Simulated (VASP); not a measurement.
Set up this calculation in VASP 6.6.1, as the native input.

```yaml
Task: single point
Functional: LDA
Potentials_or_basis: VASP PAW LDA potentials, release 64 (Al, N)
Cutoff: 600 eV
k_mesh: 10 × 10 × 10
Occupations: gaussian, width 0.05 eV
Spin: no spin polarisation
Dipole_correction: no
Further_INCAR_settings: ALGO = Normal; EDIFF = 1e-06; NBANDS = 11
```

The structure of AlN lies in POSCAR:

```
AlN
1.0
    0.0000000000      1.9327921000      1.9327921000
    1.9327921000      0.0000000000      1.9327921000
    1.9327921000      1.9327921000      0.0000000000
Al N
1 1
Direct
    0.5000000000      0.5000000000      0.5000000000
    0.0000000000      0.0000000000      0.0000000000
```

This cell differs from its parent crystal: strain -0.050 along x and y, -0.050 along z.

One way to write it, as run:

INCAR

```
SYSTEM = AlN
ALGO = Normal
EDIFF = 1E-6
ENCUT = 600
GGA_COMPAT = .FALSE.
ISIF = 2
ISMEAR = 0
LASPH = .TRUE.
LCHARG = .TRUE.
LELF = .TRUE.
LREAL = .FALSE.
LVHAR = .TRUE.
LWAVE = .FALSE.
NBANDS = 11
NELM = 120
PREC = Accurate
SIGMA = 0.05
```

KPOINTS

```
k-points
0
G
  10 10 10
  0 0 0
```

Potentials or basis: VASP PAW LDA potentials, release 64 (Al, N).

The run is started by

```bash
$ cat potpaw_LDA.64/Al/POTCAR potpaw_LDA.64/N/POTCAR > POTCAR
$ mpirun -np 1 vasp_std > vasp.out
```

It gave:

```
Pressure               : 39.1 GPa
Band gap on the k mesh : 4.91 eV (least direct gap 7.86 eV)
```

Caveat: the cell differs from its parent crystal (strain -0.050 along x and y, -0.050 along z); the cell stands under pressure.

It took 6.3 s on 1 thread of Intel(R) Xeon(R) 6975P-C (Granite Rapids), with other jobs on the host, peak memory 0.12 GiB.
